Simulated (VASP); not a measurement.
A run of VASP 6.6.1:

The input INCAR:

```
SYSTEM = W
PREC = Accurate
ENCUT = 520
EDIFF = 1E-6
ISMEAR = -1
SIGMA = 0.1
LREAL = .FALSE.
LASPH = .TRUE.
NELM = 60
ALGO = Normal
ISIF = 2
LWAVE = .FALSE.
LCHARG = .FALSE.
GGA = B5
ALDAX = 1.0
AGGAX = 1.0
AGGAC = 1.0
ALDAC = 0.0
NBANDS = 21
```

File KPOINTS:

```
Automatic mesh
0
G
  15 15 7
  0 0 0
```

POSCAR

```
W
1.0
    2.8035413945      0.0000000000      0.0000000000
   -1.4017706973      2.4279380682      0.0000000000
    0.0000000000      0.0000000000      5.0310983963
W
2
Direct
    0.3333333333      0.6666666667      0.2500000000
    0.6666666667      0.3333333333      0.7500000000
```

Potentials or basis: VASP PAW PBE potentials, release 64 (W_sv).

Command:

```sh
$ cat potpaw_PBE.64/W_sv/POTCAR > POTCAR
$ mpirun -np 1 vasp_std > vasp.out
```

Hardware: 1 thread of AMD EPYC 9R45 (Zen 5), on a shared host.

Problem. Estimate the wall time of this run.

Solution. Run time: 70 s on 1 thread of AMD EPYC 9R45 (Zen 5) (shared host), peak memory 0.16 GiB. Counts: scf iterations 11, k points 108.
